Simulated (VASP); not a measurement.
Write the native input for VASP 6.6.1 that does the following.

* Task: single point
* Functional: LDA
* Potentials or basis: VASP PAW LDA potentials, release 64 (Sc_sv, Pt)
* Cutoff: 520 eV
* k mesh: 7 × 7 × 7
* Occupations: methfessel-paxton, width 0.05 eV
* Spin: no spin polarisation
* Dipole correction: no
* Further INCAR settings: ALGO = Normal; EDIFF = 1e-06; NBANDS = 18

The structure of ScPt lies in POSCAR:

```
ScPt
1.0
    3.2347184799      0.0000000000      0.0000000000
    0.0000000000      3.2347184799      0.0000000000
    0.0000000000      0.0000000000      3.2347184799
Sc Pt
1 1
Direct
    0.5000000000      0.5000000000      0.5000000000
    0.0000000000      0.0000000000      0.0000000000
```

The input as run:

INCAR

```
PREC     = Accurate       # precision mode
ENCUT    = 520            # plane-wave cutoff, eV
EDIFF    = 1E-6           # SCF threshold, eV
ISMEAR   = 1              # smearing method
SIGMA    = 0.05           # smearing width, eV
LREAL    = False          # projectors in reciprocal space
LASPH    = True           # aspherical terms in the spheres
NELM     = 100            # most SCF steps
ALGO     = Normal         # electronic algorithm
ISIF     = 2              # what is computed and relaxed
LWAVE    = False          # write WAVECAR
LCHARG   = False          # write CHGCAR
NBANDS   = 18             # bands
```

KPOINTS

```
regular mesh
0
Gamma
  7 7 7
```

Potentials or basis: VASP PAW LDA potentials, release 64 (Sc_sv, Pt).

Run with:

```bash
$ cat potpaw_LDA.64/Sc_sv/POTCAR potpaw_LDA.64/Pt/POTCAR > POTCAR
$ mpirun -np 1 vasp_std > vasp.out
```

It gave:

```
Pressure : 0.7 GPa
```

Run time: 11 s on 1 thread of Intel Xeon 8259CL, on a shared host, peak memory 0.13 GiB.
